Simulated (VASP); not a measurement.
Here is a VASP 6.6.1 calculation.

The input POSCAR:

```
Al
1.0
    5.7565492336     -1.0907479817      0.1735100674
   -1.0345194546      5.7755006953      0.0738067174
    0.1486818935      0.0642106033      6.1702754257
Al
11
Direct
    0.2658693695      0.1065005209      0.4038819335
    0.7711897091      0.7200135368      0.4369151587
    0.6105468255      0.4199201935      0.1095773927
    0.7849717680      0.2064633421      0.4223435786
   -0.0700345964      0.0146007833      0.7596743118
    0.1189056284      0.3180523601      0.0687771111
    0.2721774970      0.5853584154      0.4186384873
    0.4489801688      0.1171769985      0.7860865928
    0.5999583231      0.9059701410      0.1056755327
    0.9273487702      0.5046353901      0.7554890647
    1.0906409299      0.7986424685      0.0862588616
```

Contents of INCAR.step1:

```
SYSTEM = Al
  ALGO = Normal
  EDIFF = 1E-4
  ENCUT = 520
  GGA = PE
  ISMEAR = 0
  ISYM = 0
  LASPH = .TRUE.
  LCHARG = .FALSE.
  LREAL = .FALSE.
  LWAVE = .TRUE.
  NBANDS = 28
  NELM = 100
  PREC = Accurate
  SIGMA = 0.1
```

Contents of INCAR.step2:

```
SYSTEM = Al
  ALGO = Normal
  EDIFF = 1E-6
  ENCUT = 520
  ISIF = 2
  ISMEAR = 0
  ISTART = 1
  ISYM = 0
  LASPH = .TRUE.
  LCHARG = .TRUE.
  LELF = .TRUE.
  LMIXTAU = .TRUE.
  LREAL = .FALSE.
  LVHAR = .TRUE.
  LWAVE = .FALSE.
  METAGGA = R2SCAN
  NBANDS = 28
  NELM = 100
  PREC = Accurate
  SIGMA = 0.1
```

The input KPOINTS:

```
Automatic mesh
0
Gamma
  2 2 2
  0.5 0.5 0.5
```

Potentials or basis: VASP PAW PBE potentials, release 64 (Al).

The run is started by

```console
$ cat potpaw_PBE.64/Al/POTCAR > POTCAR
$ cp INCAR.step1 INCAR
$ mpirun -np 1 vasp_std > vasp.out
$ cp INCAR.step2 INCAR
$ mpirun -np 1 vasp_std > vasp.out
```

Question: What does it give for the largest force?

Answer: 0.042 eV/Å.

Question: What does it give for the band gap on the k mesh?

Answer: Zero (an odd number of electrons rules out a gap without spin polarisation).

Question: What does it give for the pressure?

Answer: -0.3 GPa.

Stress tensor (GPa, compression positive):
```
-0.22 -0.06 -0.01
-0.06 -0.20 -0.06
-0.01 -0.06 -0.40
```

Caveat: the k points lie up to 0.57 Å⁻¹ apart, too coarse for converged energies and pressures of a metal; the PAW data sets were made with another functional, which shifts forces and pressure a little.
